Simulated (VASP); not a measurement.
# TePtSe3 (P4/mmm) in VASP: a series of runs

The runs below take TePtSe3 through single point, relaxation of cell and atoms, with PBE.

All numbers are computed with VASP 6.6.1; they aren't measurements. Logs are shortened: lines on timing, memory, paths and dates and some standing lists are left out, and cuts for length are marked.

## Step 1: The cell of the first run

It takes space group P4/mmm (No. 123, tetragonal). Conventional cell: a = 3.813 Å, b = 3.813 Å, c = 9.555 Å, α = 90.00°, β = 90.00°, γ = 90.00°. Te (site symmetry 4/mmm) has 4 Se at 2.70 Å within 3.6 Å. Pt (site symmetry 4/mmm) has 8 Se at 2.93 Å and 4 Pt at 3.81 Å within 3.9 Å. Within 3.9 Å of Se (site symmetry 4/mmm) lie 4 Te at 2.70 Å and 6 Se at 3.64 to 3.81 Å. Within 3.0 Å of Se (site symmetry 4mm) lie 1 Se at 2.28 Å and 4 Pt at 2.93 Å.

The cell was generated, and may not be a known phase.

## Step 2: Single point, PBE, collinear spin

Contents of INCAR:

```
ALGO = Normal ; EDIFF = 1E-7
ENCUT = 520 ; GGA = PE
ISIF = 2 ; ISMEAR = 0
ISPIN = 2 ; LASPH = True
LCHARG = False ; LMAXMIX = 4
LORBIT = 11 ; LREAL = False
LWAVE = False ; MAGMOM = 0 1 0 0 0
NBANDS = 29 ; NELM = 150
PREC = Accurate ; SIGMA = 0.1
```

Contents of KPOINTS:

```
k-points
0
Gamma
  4 4 2
```

Contents of POSCAR:

```
TePtSe3
1.0
    3.8127275626      0.0000000000      0.0000000000
    0.0000000000      3.8127275626      0.0000000000
    0.0000000000      0.0000000000      9.5545943417
Te Pt Se
1 1 3
Direct
    0.0000000000      0.0000000000      0.5000000000
    0.0000000000      0.0000000000      0.0000000000
    0.5000000000      0.5000000000      0.5000000000
    0.5000000000      0.5000000000      0.8807153070
    0.5000000000      0.5000000000      0.1192846930
```

Potentials or basis: VASP PAW PBE potentials, release 64 (Te, Pt, Se).

The run is started by

```
$ cat potpaw_PBE.64/Te/POTCAR potpaw_PBE.64/Pt/POTCAR potpaw_PBE.64/Se/POTCAR > POTCAR
$ mpirun -np 1 vasp_std > vasp.out
```

OUTCAR:

```text
EDIFF = 1E-7
   ENCUT = 520
   GGA = PE
   ISIF = 2
   ISMEAR = 0
   ISPIN = 2
   LASPH = True
   LORBIT = 11
   LREAL = False
   NELM = 150
   PREC = Accurate

 ion  position               nearest neighbor table
   1  0.000  0.000  0.500-   3 2.70   3 2.70   3 2.70   3 2.70
   2  0.000  0.000  0.000-   4 2.93   5 2.93   4 2.93   5 2.93   4 2.93   5 2.93   4 2.93   5 2.93

   3  0.500  0.500  0.500-   1 2.70   1 2.70   1 2.70   1 2.70
   4  0.500  0.500  0.881-   5 2.28   2 2.93   2 2.93   2 2.93   2 2.93
   5  0.500  0.500  0.119-   4 2.28   2 2.93   2 2.93   2 2.93   2 2.93

  LATTYP: Found a simple tetragonal cell.
 ALAT       =     3.8127275626
 C/A-ratio  =     2.5059735281

  Lattice vectors:

 A1 = (   3.8127275626,   0.0000000000,   0.0000000000)
 A2 = (   0.0000000000,   3.8127275626,   0.0000000000)
 A3 = (   0.0000000000,   0.0000000000,   9.5545943417)

Analysis of symmetry for initial positions (statically):
=====================================================================
 Subroutine PRICEL returns:
 Original cell was already a primitive cell.

 Routine SETGRP: Setting up the symmetry group for a
 simple tetragonal supercell.

 Subroutine GETGRP returns: Found 16 space group operations
 (whereof 16 operations were pure point group operations)
 out of a pool of 16 trial point group operations.

The static configuration has the point symmetry D_4h.

Analysis of symmetry for dynamics (positions and initial velocities):
=====================================================================
 Subroutine PRICEL returns:
 Original cell was already a primitive cell.

 Routine SETGRP: Setting up the symmetry group for a
 simple tetragonal supercell.

 Subroutine GETGRP returns: Found 16 space group operations
 (whereof 16 operations were pure point group operations)
 out of a pool of 16 trial point group operations.

The dynamic configuration has the point symmetry D_4h.

Analysis of structural, dynamic, and magnetic symmetry:
=====================================================================
 Subroutine PRICEL returns:
 Original cell was already a primitive cell.

 Routine SETGRP: Setting up the symmetry group for a
 simple tetragonal supercell.

 Subroutine GETGRP returns: Found 16 space group operations
 (whereof 16 operations were pure point group operations)
 out of a pool of 16 trial point group operations.

The overall configuration has the point symmetry D_4h.

 Subroutine INISYM returns: Found 16 space group operations
 (whereof 16 operations are pure point group operations),
 and found     1 'primitive' translations

----------------------------------------------------------------------------------------

                                     Primitive cell

  volume of cell :     138.8941

  direct lattice vectors                    reciprocal lattice vectors
     3.812727563  0.000000000  0.000000000     0.262279427  0.000000000  0.000000000
     0.000000000  3.812727563  0.000000000     0.000000000  0.262279427  0.000000000
     0.000000000  0.000000000  9.554594342     0.000000000  0.000000000  0.104661691

  length of vectors
     3.812727563  3.812727563  9.554594342     0.262279427  0.262279427  0.104661691

  position of ions in fractional coordinates (direct lattice)
     0.000000000  0.000000000  0.500000000
     0.000000000  0.000000000  0.000000000
     0.500000000  0.500000000  0.500000000
     0.500000000  0.500000000  0.880715307
     0.500000000  0.500000000  0.119284693

  ion indices of the primitive-cell ions
   primitive index   ion index
                 1           1
                 2           2
                 3           3
                 4           4
                 5           5

----------------------------------------------------------------------------------------

 KPOINTS: k-points
[... 25 lines left out ...]
  0.000000  0.000000  0.000000      1.000000
  0.250000  0.000000  0.000000      4.000000
  0.500000  0.000000  0.000000      2.000000
  0.250000  0.250000  0.000000      4.000000
[... 38 lines left out ...]
   LEPSILON=     F    determine dielectric tensor
   LRPA    =     F    only Hartree local field effects (RPA)
 spin polarized calculation
 Gauss-broadening in eV      SIGMA  =   0.10
  energy-cutoff  :      520.00
  volume of cell :      138.89
 maximum number of plane-waves:      3762
   NGX = 15   NGY = 15   NGZ = 35

 number of electron      34.0000002 magnetization       0.0829550

 number of electron      34.0000002 magnetization      -0.0001179

 Free energy of the ion-electron system (eV)
  ---------------------------------------------------
  ext. energy  EPLUGINS =         0.00000000
  ---------------------------------------------------
  free energy    TOTEN  =       -17.75954733 eV

  energy without entropy =      -17.74723754  energy(sigma->0) =      -17.75339243

 E-fermi :   4.1019     XC(G=0):  -9.1296

 val. band max:        4.0861908718   @ k =   0.2500   0.0000   0.5000
 cond. band min:       4.2227346038   @ k =   0.2500   0.0000   0.0000
 fundamental gap:      0.1365437319
 Fermi energy:         4.1018557104

 spin component 1

 k-point     1 :       0.0000    0.0000    0.0000
  band No.  band energies     occupation
      1     -11.6133      1.00000
      2     -11.4521      1.00000
      3      -7.9577      1.00000
      4      -4.2426      1.00000
      5      -1.1352      1.00000
      6      -0.7599      1.00000
[... 373 lines left out ...]
     28      13.1054      0.00000
     29      13.1054      0.00000
 Fermi energy:         4.1018557104

 spin component 2

 k-point     1 :       0.0000    0.0000    0.0000
  band No.  band energies     occupation
      1     -11.6133      1.00000
      2     -11.4522      1.00000
      3      -7.9577      1.00000
      4      -4.2427      1.00000
      5      -1.1352      1.00000
      6      -0.7599      1.00000
[... 373 lines left out ...]
     28      13.1054      0.00000
     29      13.1054      0.00000

------------------------ aborting loop because EDIFF is reached ----------------------------------------

  FORCE on cell =-STRESS in cart. coord.  units (eV):
  Direction    XX          YY          ZZ          XY          YZ          ZX
  --------------------------------------------------------------------------------------
  -------------------------------------------------------------------------------------
  Total       -0.0769971     -0.0769971      0.1993008      0.0000000      0.0000000      0.0000000
  in kB       -0.8881806     -0.8881806      2.2989836      0.0000000      0.0000000      0.0000000
  external PRESSURE =       0.1742074 kB  Pullay stress =       0.0000000 kB

 VOLUME and BASIS-vectors are now :
 -----------------------------------------------------------------------------
  energy-cutoff  :      520.00
  volume of cell :      138.89
      direct lattice vectors                 reciprocal lattice vectors
     3.812727563  0.000000000  0.000000000     0.262279427  0.000000000  0.000000000
     0.000000000  3.812727563  0.000000000     0.000000000  0.262279427  0.000000000
     0.000000000  0.000000000  9.554594342     0.000000000  0.000000000  0.104661691

 POSITION                                       TOTAL-FORCE (eV/Angst)
 -----------------------------------------------------------------------------------
      0.00000      0.00000      4.77730         0.000000      0.000000      0.000000
      0.00000      0.00000      0.00000         0.000000      0.000000      0.000000
      1.90636      1.90636      4.77730         0.000000      0.000000      0.000000
      1.90636      1.90636      8.41488         0.000000      0.000000     -0.001712
      1.90636      1.90636      1.13972         0.000000     -0.000000      0.001712
 -----------------------------------------------------------------------------------
    total drift:                               -0.000000      0.000000     -0.000000

  FREE ENERGIE OF THE ION-ELECTRON SYSTEM (eV)
  ---------------------------------------------------
  free  energy   TOTEN  =       -17.7595473278 eV

  energy  without entropy=      -17.7472375417  energy(sigma->0) =      -17.75339243

 total charge

# of ion       s       p       d       tot
------------------------------------------
    1        1.442   1.821   0.070   3.333
    2        0.508   0.245   8.126   8.879
    3        1.508   2.232   0.064   3.805
    4        1.512   2.099   0.067   3.678
    5        1.512   2.099   0.067   3.678
--------------------------------------------------
tot          6.481   8.496   8.395  23.372

 magnetization (x)

# of ion       s       p       d       tot
------------------------------------------
    1       -0.000  -0.000  -0.000  -0.000
    2        0.000   0.000   0.000   0.000
    3       -0.000  -0.000  -0.000  -0.000
    4        0.000  -0.000   0.000  -0.000
    5        0.000  -0.000   0.000  -0.000
--------------------------------------------------
tot         -0.000  -0.000   0.000  -0.000
```

Wall time 55 s (1 thread of Intel Xeon 6975P-C (Granite Rapids), shared host); peak memory 0.31 GiB.

What came out:

```yaml
Free_energy: -17.7595 eV
Pressure: 0.0 GPa
Band_gap_on_the_k_mesh: zero (filled and empty bands overlap)
Net_moment: 0.00 μB per cell
Valence_electrons_inside_the_program's_atomic_spheres: Te 3.33; Pt 8.88; Se 3.81, 3.68 (each value once)
```

Levels at points of the mesh, in eV from the Fermi level:
Spin up:
| k point | band 14 | band 15 | band 16 | band 17 | band 18 | band 19 | band 20 | band 21 |
| --- | --- | --- | --- | --- | --- | --- | --- | --- |
| (0.00, 0.00, 0.00) | -2.00 | -1.33 | -0.50 | 1.00 | 1.05 | 1.05 | 2.13 | 2.90 |
| (0.50, 0.00, 0.00) | -1.65 | -1.36 | -1.33 | -1.06 | -0.85 | -0.08 | 0.93 | 2.76 |
| (0.50, 0.50, 0.00) | -1.20 | -1.14 | -0.99 | -0.55 | 0.76 | 0.76 | 2.82 | 4.47 |
| (0.00, 0.00, 0.50) | -2.00 | -1.34 | -0.50 | 1.06 | 1.06 | 1.12 | 1.17 | 2.89 |
| (0.50, 0.00, 0.50) | -1.61 | -1.36 | -1.32 | -1.07 | -0.85 | -0.07 | 0.92 | 2.04 |
| (0.50, 0.50, 0.50) | -1.20 | -1.11 | -0.94 | -0.42 | 0.82 | 0.82 | 2.25 | 3.90 |
Spin down:
```tsv
k point	band 14	band 15	band 16	band 17	band 18	band 19	band 20	band 21
(0.00, 0.00, 0.00)	-2.00	-1.33	-0.50	1.00	1.05	1.05	2.13	2.90
(0.50, 0.00, 0.00)	-1.65	-1.36	-1.33	-1.06	-0.85	-0.08	0.93	2.76
(0.50, 0.50, 0.00)	-1.20	-1.14	-0.99	-0.55	0.76	0.76	2.82	4.47
(0.00, 0.00, 0.50)	-2.00	-1.34	-0.50	1.06	1.06	1.12	1.17	2.89
(0.50, 0.00, 0.50)	-1.61	-1.36	-1.32	-1.07	-0.85	-0.07	0.92	2.04
(0.50, 0.50, 0.50)	-1.20	-1.11	-0.94	-0.42	0.82	0.82	2.25	3.90
```

Caveat: the k points lie up to 0.41 Å⁻¹ apart, too coarse for converged energies and pressures of a metal; spin-orbit coupling is left out, which moves the levels of the heavy elements; this functional lacks dispersion, which binds layers or chains, so the pressure and a relaxed spacing across them are unreliable.

## Step 3: Single point, PBE, collinear spin

This run uses another cell than the first one, of 30.91 Å³/atom.

Contents of INCAR:

```
PREC = Accurate
ENCUT = 520
EDIFF = 1E-6
ISMEAR = 0
SIGMA = 0.1
LREAL = F
LASPH = T
NELM = 150
ALGO = Normal
ISIF = 2
LWAVE = F
LCHARG = T
ISPIN = 2
MAGMOM = 0 1 0 0 0
LORBIT = 11
LMAXMIX = 4
GGA = PE
LELF = T
LVHAR = T
NBANDS = 29
```

Contents of KPOINTS:

```
Automatic mesh
0
Gamma
  4 4 2
```

Contents of POSCAR:

```
TePtSe3
1.0
    4.2772199600      0.0000000000      0.0000000000
    0.0000000000      4.2772199600      0.0000000000
    0.0000000000      0.0000000000      8.4491117700
Te Pt Se
1 1 3
Direct
    0.0000000000      0.0000000000      0.5000000000
    0.0000000000      0.0000000000      0.0000000000
    0.5000000000      0.5000000000      0.5000000000
    0.5000000000      0.5000000000      0.8456847300
    0.5000000000      0.5000000000      0.1543152700
```

Potentials or basis: VASP PAW PBE potentials, release 64 (Te, Pt, Se).

The run is started by

```
$ cat potpaw_PBE.64/Te/POTCAR potpaw_PBE.64/Pt/POTCAR potpaw_PBE.64/Se/POTCAR > POTCAR
$ mpirun -np 1 vasp_std > vasp.out
```

It took 54 s on 1 thread of Intel Xeon 6975P-C (Granite Rapids), shared host; peak memory 0.33 GiB.

Results (log left out):

```
Free energy                                           : -15.7139 eV
Pressure                                              : -8.7 GPa
Largest force                                         : 1.729 eV/Å
Net moment                                            : 0.46 μB per cell
Site moments                                          : Te +0.02; Pt +0.13; Se +0.01, +0.10 (each value once) μB
Valence electrons inside the program's atomic spheres : Te 3.21; Pt 8.60; Se 3.64, 3.58 (each value once)
```

Forces in eV/Å, atoms in the order of the input:
```
Te   0.000  0.000  0.000
Pt   0.000  0.000  0.000
Se   0.000  0.000  0.000
Se   0.000  0.000  1.729
Se   0.000  0.000 -1.729
```

Stress tensor (GPa, compression positive):
```
-9.99  0.00  0.00
 0.00 -9.99  0.00
 0.00  0.00 -6.04
```

Levels at points of the mesh, in eV from the Fermi level:
Spin up:
```
           k point  band 15  band 16  band 17  band 18  band 19  band 20
(0.00, 0.00, 0.00)    -1.09    -0.41    -0.41     0.19     0.19     2.32
(0.50, 0.00, 0.00)    -1.29    -0.97    -0.95    -0.44    -0.33     0.29
(0.50, 0.50, 0.00)    -0.88    -0.80    -0.15     0.05     0.05     3.36
(0.00, 0.00, 0.50)    -1.26     0.06     0.31     0.31     0.75     0.91
(0.50, 0.00, 0.50)    -0.96    -0.94    -0.53    -0.22    -0.20     0.19
(0.50, 0.50, 0.50)    -0.75     0.11     0.22     0.22     0.38     1.20
```
Spin down:
| k point | band 13 | band 14 | band 15 | band 16 | band 17 | band 18 | band 19 | band 20 |
| --- | --- | --- | --- | --- | --- | --- | --- | --- |
| (0.00, 0.00, 0.00) | -1.55 | -1.21 | -1.04 | -0.39 | -0.37 | 0.35 | 0.35 | 2.33 |
| (0.50, 0.00, 0.00) | -1.25 | -1.19 | -1.17 | -0.95 | -0.90 | -0.28 | -0.24 | 0.40 |
| (0.50, 0.50, 0.00) | -1.15 | -0.90 | -0.83 | -0.75 | -0.13 | 0.20 | 0.20 | 3.43 |
| (0.00, 0.00, 0.50) | -1.55 | -1.26 | -1.21 | 0.09 | 0.47 | 0.47 | 0.80 | 0.98 |
| (0.50, 0.00, 0.50) | -1.16 | -1.12 | -0.91 | -0.91 | -0.47 | -0.18 | -0.05 | 0.30 |
| (0.50, 0.50, 0.50) | -1.04 | -0.83 | -0.72 | 0.16 | 0.37 | 0.37 | 0.42 | 1.27 |

Caveat: the k points lie up to 0.37 Å⁻¹ apart; a moment this small can come from the mesh or the smearing; spin-orbit coupling is left out, which moves the levels of the heavy elements; forces of over 1 eV/Å act on the atoms, so gaps and moduli don't describe the material at rest.

## Step 4: Relaxation of cell and atoms, PBE

Contents of INCAR:

```
SYSTEM = TePtSe3
  PREC = Accurate
  ENCUT = 600
  EDIFF = 1E-6
  ISMEAR = 0
  SIGMA = 0.1
  LREAL = .FALSE.
  LASPH = .TRUE.
  NELM = 80
  ALGO = Normal
  ISIF = 3
  LWAVE = .FALSE.
  LCHARG = .FALSE.
  GGA = PE
  IBRION = 2
  NSW = 100
  EDIFFG = -0.01
```

Contents of KPOINTS:

```
Automatic mesh
0
G
  10 10 4
  0 0 0
```

Contents of POSCAR:

```
TePtSe3
1.0
    3.8127275626      0.0000000000      0.0000000000
    0.0000000000      3.8127275626      0.0000000000
    0.0000000000      0.0000000000      9.5545943417
Te Pt Se
1 1 3
Direct
    0.0000000000      0.0000000000      0.5000000000
    0.0000000000      0.0000000000      0.0000000000
    0.5000000000      0.5000000000      0.5000000000
    0.5000000000      0.5000000000      0.8807153070
    0.5000000000      0.5000000000      0.1192846930
```

The run is started by

```
$ cat potpaw_PBE.64/Te/POTCAR potpaw_PBE.64/Pt/POTCAR potpaw_PBE.64/Se/POTCAR > POTCAR
$ mpirun -np 1 vasp_std > vasp.out
```

Wall time 4.1 min (1 thread of Intel Xeon 6975P-C (Granite Rapids), shared host); peak memory 0.44 GiB.

It converged, with:

```
Free energy                           : -17.6150 eV
Relaxed volume                        : 27.90 Å³/atom
Relaxed cell                          : a = 3.814 Å, b = 3.814 Å, c = 9.589 Å, α = 90.00°, β = 90.00°, γ = 90.00°
Space group after relaxing (to 0.1 Å) : P4/mmm (No. 123)
Energy gained by relaxing             : 0.6 meV/atom
Ionic steps                           : 4
Pressure after relaxing               : 0.0 GPa
Largest force after relaxing          : 0.008 eV/Å
Band gap on the k mesh                : zero (bands 17 and 18 overlap by 1.64 eV)
```

Forces in eV/Å, atoms in the order of the input:
```
Te   0.000  0.000  0.000
Pt   0.000  0.000  0.000
Se   0.000  0.000  0.000
Se   0.000  0.000  0.008
Se   0.000  0.000 -0.008
```

The path:
| step | energy change (eV) | largest force (eV/Å) | pressure (GPa) | volume (Å³) |
| --- | --- | --- | --- | --- |
| 1 | 0.0000 | 0.2542 | 0.41 | 138.89 |
| 2 | 0.0002 | 0.2491 | -0.47 | 140.34 |
| 3 | -0.0027 | 0.0023 | -0.03 | 139.59 |
| 4 | -0.0028 | 0.0084 | 0.03 | 139.50 |

Final structure:
```
Te Pt Se
1.0
     3.81418    0.00000    0.00000
     0.00000    3.81418    0.00000
     0.00000    0.00000    9.58919
Te Pt Se
1 1 3
Cartesian
  0.0000 3.8142 4.7946
  0.0000 0.0000 0.0000
  1.9071 1.9071 4.7946
  1.9071 1.9071 8.4394
  1.9071 1.9071 1.1498
```

Levels at points of the mesh, in eV from the Fermi level:
| k point | band 13 | band 14 | band 15 | band 16 | band 17 | band 18 | band 19 | band 20 | band 21 |
| --- | --- | --- | --- | --- | --- | --- | --- | --- | --- |
| (0.00, 0.00, 0.00) | -2.87 | -2.25 | -1.55 | -0.68 | 0.85 | 0.85 | 1.01 | 1.90 | 2.98 |
| (0.50, 0.00, 0.00) | -1.97 | -1.67 | -1.61 | -1.23 | -0.98 | -0.78 | -0.26 | 0.71 | 2.52 |
| (0.50, 0.50, 0.00) | -1.89 | -1.46 | -1.22 | -1.11 | -0.76 | 0.55 | 0.55 | 2.57 | 4.44 |
| (0.00, 0.00, 0.50) | -2.87 | -2.25 | -1.55 | -0.67 | 0.86 | 0.86 | 0.93 | 1.19 | 2.98 |
| (0.50, 0.00, 0.50) | -2.07 | -1.70 | -1.61 | -1.23 | -0.98 | -0.78 | -0.25 | 0.70 | 1.82 |
| (0.50, 0.50, 0.50) | -1.89 | -1.46 | -1.16 | -1.15 | -0.57 | 0.60 | 0.60 | 2.02 | 3.88 |

Caveat: spin-orbit coupling is left out, which moves the levels of the heavy elements; this functional lacks dispersion, which binds layers or chains, so the pressure and a relaxed spacing across them are unreliable.

## Step 5: Summary

```csv
task,spin,cell,k mesh,cutoff (eV),gap on the mesh (eV),pressure (GPa),moment (μB),largest force (eV/Å)
single point,collinear,"a = 3.813, b = 3.813, c = 9.555 Å, 5 atoms, atomic positions A",4 × 4 × 2,520,none,0.0,0.00,-
single point,collinear,"a = 4.277, b = 4.277, c = 8.449 Å, 5 atoms, atomic positions B",4 × 4 × 2,520,none,-8.7,0.46,1.73
relaxation of cell and atoms,off,"relaxed from a = 3.813, b = 3.813, c = 9.555 Å, 5 atoms, atomic positions A",10 × 10 × 4,600,none,0.0,-,0.01
```

Alike in all rows: level PBE; potentials or basis VASP PAW PBE potentials, release 64 (Te, Pt, Se); smearing gaussian 0.1 eV.

Caveats: some runs use coarse meshes; spin-orbit coupling is left out, which moves the levels of the heavy elements; this functional lacks dispersion, which binds layers or chains, so the pressure and a relaxed spacing across them are unreliable (at least some runs); a moment this small can come from the mesh or the smearing (at least some runs); forces of over 1 eV/Å act on the atoms, so gaps and moduli don't describe the material at rest (at least some runs).

Total energies depend on the potentials used, so only differences within one code and one set of settings carry meaning.

The gap in the log of VASP goes by the Fermi energy; the results here count the filled bands.